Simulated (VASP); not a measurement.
# As (R-3m) in VASP: further runs

As is run at these levels: PBEsol; tasks: single point.

Everything below comes from runs of VASP 6.6.1. Logs are shortened: lines on timing, memory, paths and dates and some standing lists are left out, and cuts for length are marked.

**1. The cell of the first run**

Symmetry: R-3m, No. 166, trigonal system. The conventional cell has a = 3.853 Å, b = 3.853 Å, c = 10.457 Å, α = 90.00°, β = 90.00°, γ = 120.00°. Within 3.4 Å of As (site symmetry 3m) lie 6 As at 2.56 to 3.14 Å.

**2. Single point, PBEsol (strain +0.0250 x Voigt [1, 1, 0, 0, 0, 0])**

INCAR reads:

```
SYSTEM = As
ALGO = Normal ; EDIFF = 1E-6
ENCUT = 520 ; GGA = PS
ISIF = 2 ; ISMEAR = 0
LASPH = .True. ; LCHARG = .False.
LREAL = .False. ; LWAVE = .False.
NBANDS = 12 ; NELM = 100
PREC = Accurate ; SIGMA = 0.15
```

KPOINTS reads:

```
k-points
0
Gamma
  18 18 18
  0 0 0
```

POSCAR reads:

```
As
1.0
    1.9267431939      1.1124057017      3.4857700000
   -1.9267431939      1.1124057017      3.4857700000
    0.0000000000     -2.2248114034      3.4857700000
As
2
Direct
    0.2275400000      0.2275400000      0.2275400000
    0.7724600000      0.7724600000      0.7724600000
```

Potentials or basis: VASP PAW PBE potentials, release 64 (As).

Launch:

```sh
> cat potpaw_PBE.64/As/POTCAR > POTCAR
> mpirun -np 1 vasp_std > vasp.out
```

OUTCAR:

```text
SYSTEM = As
   EDIFF = 1E-6
   ENCUT = 520
   GGA = PS
   ISIF = 2
   ISMEAR = 0
   LASPH = .True.
   LREAL = .False.
   NELM = 100
   PREC = Accurate

 ion  position               nearest neighbor table
   1  0.228  0.228  0.228-   2 2.56   2 2.56   2 2.56
   2  0.772  0.772  0.772-   1 2.56   1 2.56   1 2.56

  LATTYP: Found a trigonal (rhomboedric) cell.
 ALAT       =     4.1352603634
 COS(alpha) =     0.5658178695

  Lattice vectors:

 A1 = (   1.9267431939,   1.1124057017,   3.4857700000)
 A2 = (  -1.9267431939,   1.1124057017,   3.4857700000)
 A3 = (   0.0000000000,  -2.2248114034,   3.4857700000)

Analysis of symmetry for initial positions (statically):
=====================================================================
 Subroutine PRICEL returns:
 Original cell was already a primitive cell.

 Routine SETGRP: Setting up the symmetry group for a
 trigonal (rhombohedral) supercell.

 Subroutine GETGRP returns: Found 12 space group operations
 (whereof 12 operations were pure point group operations)
 out of a pool of 12 trial point group operations.

The static configuration has the point symmetry D_3d.

Analysis of symmetry for dynamics (positions and initial velocities):
=====================================================================
 Subroutine PRICEL returns:
 Original cell was already a primitive cell.

 Routine SETGRP: Setting up the symmetry group for a
 trigonal (rhombohedral) supercell.

 Subroutine GETGRP returns: Found 12 space group operations
 (whereof 12 operations were pure point group operations)
 out of a pool of 12 trial point group operations.

The dynamic configuration has the point symmetry D_3d.

 Subroutine INISYM returns: Found 12 space group operations
 (whereof 12 operations are pure point group operations),
 and found     1 'primitive' translations

----------------------------------------------------------------------------------------

                                     Primitive cell

  volume of cell :      44.8267

  direct lattice vectors                    reciprocal lattice vectors
     1.926743194  1.112405702  3.485770000     0.259505263  0.149825434  0.095626887
    -1.926743194  1.112405702  3.485770000    -0.259505263  0.149825434  0.095626887
     0.000000000 -2.224811403  3.485770000     0.000000000 -0.299650867  0.095626887

  length of vectors
     4.135260363  4.135260363  4.135260363     0.314539574  0.314539574  0.314539574

  position of ions in fractional coordinates (direct lattice)
     0.227540000  0.227540000  0.227540000
     0.772460000  0.772460000  0.772460000

  ion indices of the primitive-cell ions
   primitive index   ion index
                 1           1
                 2           2

----------------------------------------------------------------------------------------

 KPOINTS: k-points

Automatic generation of k-mesh.
 Grid dimensions read from file:
 generate k-points for:   18   18   18

 Generating k-lattice:

  Cartesian coordinates                     Fractional coordinates (reciprocal lattice)
     0.014416959  0.008323635  0.005312605     0.055555556 -0.000000000  0.000000000
    -0.014416959  0.008323635  0.005312605    -0.000000000  0.055555556  0.000000000
     0.000000000 -0.016647270  0.005312605     0.000000000  0.000000000  0.055555556

  Length of vectors
     0.017474421  0.017474421  0.017474421

  Shift w.r.t. Gamma in fractional coordinates (k-lattice)
     0.000000000  0.000000000  0.000000000

 Subroutine IBZKPT returns following result:
 ===========================================

 Found    580 irreducible k-points:

 Following reciprocal coordinates:
            Coordinates               Weight
  0.000000  0.000000  0.000000      1.000000
  0.055556  0.000000 -0.000000      6.000000
  0.111111  0.000000 -0.000000      6.000000
  0.166667 -0.000000 -0.000000      6.000000
  0.222222  0.000000 -0.000000      6.000000
  0.277778  0.000000 -0.000000      6.000000
[... 16 lines left out ...]
 -0.277778  0.055556  0.000000     12.000000
 -0.222222  0.055556  0.000000     12.000000
 [... further k-points ...]
   k-points           NKPTS =    580   k-points in BZ     NKDIM =    580   number of bands    NBANDS=     12
   number of dos      NEDOS =    301   number of ions     NIONS =      2
   total plane-waves  NPLWV =  32768
   dimension x,y,z NGX =    32 NGY =   32 NGZ =   32
   dimension x,y,z NGXF=    64 NGYF=   64 NGZF=   64
   ions per type =               2
   NGX,Y,Z   is equivalent  to a cutoff of  12.86, 12.86, 12.86 a.u.
   NGXF,Y,Z  is equivalent  to a cutoff of  25.73, 25.73, 25.73 a.u.
 SYSTEM =  As
   PREC   = accura    normal or accurate (medium, high low for compatibility)
   ISTART =      0    job   : 0-new  1-cont  2-samecut
   ICHARG =      2    charge: 1-file 2-atom 10-const
   ISPIN  =      1    spin polarized calculation?
   LNONCOLLINEAR =      F non collinear calculations
   LSORBIT =      F    spin-orbit coupling
   LASPH  =      T    aspherical Exc in radial PAW
   ENCUT  =  520.0 eV  38.22 Ry    6.18 a.u.   7.69  7.69  7.69*2*pi/ulx,y,z
   NELM   =    100;   NELMIN=  2; NELMDL= -5     # of ELM steps
   EDIFF  = 0.1E-05   stopping-criterion for ELM
   LREAL  =      F    real-space projection
   EDIFFG = 0.1E-04   stopping-criterion for IOM
   NSW    =      0    number of steps for IOM
   IBRION =     -1    ionic relax: 0-MD 1-quasi-New 2-CG
   NFREE  =      0    steps in history (QN), initial steepest desc. (CG)
   ISIF   =      2    stress and relaxation
   ISYM   =      2    0-nonsym 1-usesym 2-fastsym
   POTIM  = 0.5000    time-step for ionic-motion
   TEBEG  =    0.0;   TEEND  =   0.0 temperature during run
   PSTRESS=    0.0 pullay stress
   NELECT =      10.0000    total number of electrons
   NUPDOWN=      -1.0000    fix difference up-down
   EMIN   =  10.00;   EMAX   =-10.00  energy-range for DOS
   EFERMI =   0.00;   METHOD = LEGACY
   ISMEAR =     0;   SIGMA  =   0.15  broadening in eV -4-tet -1-fermi 0-gaus
   EFERMI_NEDOS =   21; number of points for ismear=-14 and -15
   IALGO  =     38    algorithm
   IMIX   =      4    mixing-type and parameters
     AMIX     =   0.40;   BMIX     =  1.00
     AMIX_MAG =   1.60;   BMIX_MAG =  1.00
  volume/ion in A,a.u.               =      22.41       151.25
  Fermi-wavevector in a.u.,A,eV,Ry     =   0.992878  1.876267 13.412711  0.985806
  Thomas-Fermi vector in A             =   2.124720
   LORBIT       =      0    0 simple, 1 ext, 2 COOP (PROOUT), +10 PAW based schemes
   GGA     = PS    functional components
   LHFCALC =     F    Hartree Fock is set to
   AEXX    =    0.0000 exact exchange contribution
   IVDW    =     0    specifies the selected vdW correction
   LEPSILON=     F    determine dielectric tensor
   LRPA    =     F    only Hartree local field effects (RPA)
 non-spin polarized calculation
 Gauss-broadening in eV      SIGMA  =   0.15
  energy-cutoff  :      520.00
  volume of cell :       44.83
 maximum number of plane-waves:      1224
   NGX = 15   NGY = 15   NGZ = 15

 number of electron      10.0000000 magnetization

 Free energy of the ion-electron system (eV)
  ---------------------------------------------------
  ext. energy  EPLUGINS =         0.00000000
  ---------------------------------------------------
  free energy    TOTEN  =       -10.18325525 eV

  energy without entropy =      -10.18060911  energy(sigma->0) =      -10.18193218

 E-fermi :   4.8638     XC(G=0):  -9.9494

 val. band max:        4.8606817470   @ k =   0.3889   0.1667   0.1667
 cond. band min:       4.8654123143   @ k =  -0.4444   0.5000   0.4444
 fundamental gap:      0.0047305673
 Fermi energy:         4.8638388051

 k-point     1 :       0.0000    0.0000    0.0000
  band No.  band energies     occupation
      1      -9.7537      2.00000
      2      -1.0682      2.00000
      3       2.6877      2.00000
      4       2.8848      2.00000
      5       2.8848      2.00000
      6       6.6115      0.00000
      7       7.7568      0.00000
      8       7.7568      0.00000
      9      11.5160      0.00000
     10      11.5160      0.00000
     11      11.9660      0.00000
     12      13.4617      0.00000

 k-point     2 :       0.0556    0.0000   -0.0000
  band No.  band energies     occupation
      1      -9.7145      2.00000
      2      -1.2115      2.00000
      3       2.7018      2.00000
      4       2.8600      2.00000
      5       2.8854      2.00000
      6       6.6730      0.00000
      7       7.6593      0.00000
      8       7.7166      0.00000
      9      11.2314      0.00000
     10      11.4559      0.00000
     11      11.7069      0.00000
     12      13.7503      0.00000

 k-point     3 :       0.1111    0.0000   -0.0000
  band No.  band energies     occupation
      1      -9.5971      2.00000
      2      -1.6082      2.00000
      3       2.6515      2.00000
      4       2.7912      2.00000
      5       2.9822      2.00000
      6       6.7574      0.00000
      7       7.4306      0.00000
      8       7.5847      0.00000
      9      10.7332      0.00000
     10      11.4172      0.00000
     11      11.4364      0.00000
     12      14.3526      0.00000

 k-point     4 :       0.1667   -0.0000   -0.0000
  band No.  band energies     occupation
      1      -9.4025      2.00000
      2      -2.1862      2.00000
      3       2.5496      2.00000
      4       2.6932      2.00000
      5       3.1666      2.00000
      6       6.6278      0.00000
      7       7.1982      0.00000
      8       7.3560      0.00000
      9      10.4976      0.00000
     10      11.2994      0.00000
     11      11.6326      0.00000
     12      15.2073      0.00000

 k-point     5 :       0.2222    0.0000   -0.0000
  band No.  band energies     occupation
      1      -9.1323      2.00000
      2      -2.8739      2.00000
      3       2.4615      2.00000
      4       2.5834      2.00000
      5       3.3750      2.00000
      6       6.2761      0.00000
      7       6.9026      0.00000
      8       7.0631      0.00000
      9      10.6753      0.00000
     10      11.4212      0.00000
     11      12.0757      0.00000
     12      16.1483      0.00000
[... 228 lines left out ...]
      1      -7.7016      2.00000
      2      -5.3394      2.00000
      3       1.9140      2.00000
      4       2.5546      2.00000
      5       3.9360      2.00000
      6       5.0824      0.03937
      7       5.4788      0.00000
      8       6.7055      0.00000
      9      12.3028      0.00000
     10      13.7338      0.00000
     11      15.5743      0.00000
     12      16.1489      0.00000

 k-point    22 :      -0.3333    0.0556   -0.0000
  band No.  band energies     occupation
      1      -8.1779      2.00000
      2      -4.6453      2.00000
      3       1.9530      2.00000
      4       2.6333      2.00000
      5       3.7731      2.00000
      6       5.3028      0.00003
      7       5.7306      0.00000
      8       6.9238      0.00000
      9      11.6117      0.00000
     10      12.7862      0.00000
     11      14.5249      0.00000
     12      16.8290      0.00000

 k-point    23 :      -0.2778    0.0556    0.0000
  band No.  band energies     occupation
      1      -8.6095      2.00000
      2      -3.9099      2.00000
      3       2.0307      2.00000
      4       2.6943      2.00000
      5       3.5926      2.00000
      6       5.6224      0.00000
      7       6.0836      0.00000
      8       7.1693      0.00000
      9      11.0402      0.00000
     10      12.0357      0.00000
     11      13.5594      0.00000
     12      16.6511      0.00000

 k-point    24 :      -0.2222    0.0556    0.0000
  band No.  band energies     occupation
      1      -8.9778      2.00000
      2      -3.1736      2.00000
      3       2.1445      2.00000
      4       2.7513      2.00000
      5       3.3995      2.00000
      6       6.0185      0.00000
      7       6.4775      0.00000
      8       7.3998      0.00000
      9      10.5883      0.00000
     10      11.5659      0.00000
     11      12.7365      0.00000
     12      15.7668      0.00000

 [... further k-points ...]

------------------------ aborting loop because EDIFF is reached ----------------------------------------

  FORCE on cell =-STRESS in cart. coord.  units (eV):
  Direction    XX          YY          ZZ          XY          YZ          ZX
  --------------------------------------------------------------------------------------
  -------------------------------------------------------------------------------------
  Total       -1.0874750     -1.0874750     -0.6985256      0.0000000      0.0000000      0.0000000
  in kB      -38.8680576    -38.8680576    -24.9663994      0.0000000      0.0000000      0.0000000
  external PRESSURE =     -34.2341716 kB  Pullay stress =       0.0000000 kB

 VOLUME and BASIS-vectors are now :
 -----------------------------------------------------------------------------
  energy-cutoff  :      520.00
  volume of cell :       44.83
      direct lattice vectors                 reciprocal lattice vectors
     1.926743194  1.112405702  3.485770000     0.259505263  0.149825434  0.095626887
    -1.926743194  1.112405702  3.485770000    -0.259505263  0.149825434  0.095626887
     0.000000000 -2.224811403  3.485770000     0.000000000 -0.299650867  0.095626887

 POSITION                                       TOTAL-FORCE (eV/Angst)
 -----------------------------------------------------------------------------------
      0.00000      0.00000      2.37946         0.000000      0.000000     -0.019703
      0.00000      0.00000      8.07785         0.000000     -0.000000      0.019703
 -----------------------------------------------------------------------------------
    total drift:                               -0.000000      0.000000     -0.000000

  FREE ENERGIE OF THE ION-ELECTRON SYSTEM (eV)
  ---------------------------------------------------
  free  energy   TOTEN  =       -10.1832552453 eV

  energy  without entropy=      -10.1806091080  energy(sigma->0) =      -10.18193218
```

Wall time 72 s (1 thread of Intel Xeon 6975P-C (Granite Rapids), shared host); peak memory 0.38 GiB.

What came out:

- Free energy: -10.1833 eV
- Pressure: -3.4 GPa
- Largest force: 0.020 eV/Å
- Band gap on the k mesh: zero (band 5 reaches 4.89 eV, above the bottom of band 6 at 4.53 eV)

Forces on the atoms (eV/Å):
```
As   0.000  0.000 -0.020
As   0.000  0.000  0.020
```

Stress tensor (GPa, compression positive):
```
-3.89  0.00  0.00
 0.00 -3.89  0.00
 0.00  0.00 -2.50
```

Levels at points of the mesh, in eV from the Fermi level:
```tsv
k point	band 1	band 2	band 3	band 4	band 5	band 6	band 7	band 8	band 9	band 10
(0.00, 0.00, 0.00)	-14.62	-5.93	-2.18	-1.98	-1.98	1.75	2.89	2.89	6.65	6.65
(0.50, 0.00, 0.00)	-12.02	-10.92	-2.60	-2.43	-0.38	-0.33	0.46	1.23	9.01	9.50
(0.50, 0.50, 0.00)	-12.00	-9.52	-5.82	-4.00	-3.96	1.58	5.31	6.56	7.07	10.53
(0.50, 0.50, 0.50)	-13.25	-9.85	-1.70	-1.70	-0.90	0.61	0.61	1.56	8.03	10.45
```

Caveat: the cell differs from its parent crystal (strain +0.0250 x Voigt [1, 1, 0, 0, 0, 0]); the PAW data sets were made with another functional, which shifts forces and pressure a little.

[end of part 1 of 3]
